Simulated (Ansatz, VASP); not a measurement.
Two plane-wave programs on Pb

INCAR

```
SYSTEM = Pb
PREC = Accurate
ENCUT = 520
EDIFF = 1E-6
ISMEAR = -1
SIGMA = 0.1
LREAL = .False.
LASPH = .True.
NELM = 100
ALGO = Normal
ISIF = 2
LWAVE = .False.
LCHARG = .True.
GGA = PE
LELF = .True.
LVHAR = .True.
NBANDS = 28
```

File KPOINTS:

```
regular mesh
0
Gamma
  7 7 10
  0 0 0
```

The input POSCAR:

```
Pb
1.0
    5.4577209935      0.0000000000      0.0000000000
   -2.7288604968      4.7265250271      0.0000000000
    0.0000000000      0.0000000000      3.2981883267
Pb
3
Direct
    0.0000000000      0.0000000000      0.0000000000
    0.3333333333      0.6666666667      0.5000000000
    0.6666666667      0.3333333333      0.5000000000
```

Input for Ansatz:

```yaml
crystal:
  lattice:
    - [5.4577209935, 0.0, 0.0]
    - [-2.7288604968, 4.7265250271, 0.0]
    - [0.0, 0.0, 3.2981883267]
  atoms:
    - { symbol: Pb, position: [0.0, 0.0, 0.0] }
    - { symbol: Pb, position: [0.3333333333, 0.6666666667, 0.5] }
    - { symbol: Pb, position: [0.6666666667, 0.3333333333, 0.5] }
hamiltonian:
  xc: pbe
  pseudopotentials:
    kind: paw
    azcp:
      Pb: "pseudopotentials/Pb.paw.azcp"
basis:
  ecutwfc: 420
  fft_grid_basis: typed
kpoints:
  mp_grid: { grid: [7, 7, 10], shift: [0, 0, 0] }
magnetization:
  spin_polarized: false
scf:
  occupations: { method: fermi_dirac, width: 0.1 }
  lower_state_search: "off"
output:
  stress: true
```

Alike in both runs: task single point; functional PBE; k mesh 7 × 7 × 10; occupations fermi-dirac, width 0.1 eV; no spin polarisation.

|  | VASP | Ansatz |
| --- | --- | --- |
| version | VASP 6.6.1 | Ansatz 0.2.0 |
| potentials or method | VASP PAW PBE potentials, release 64 (Pb_d), cutoff 520 eV | plane waves (420 eV) with PAW, scalar-relativistic |
| valence electrons in the cell | 42 | 42 |

|  | VASP | Ansatz | Ansatz less VASP |
| --- | --- | --- | --- |
| pressure (GPa) | 6.6 | 6.7 | +0.11 |
| traceless stress, the component that is largest in VASP (GPa) | -0.43 | -0.42 | +0.003 |

Spin-orbit coupling is off throughout.
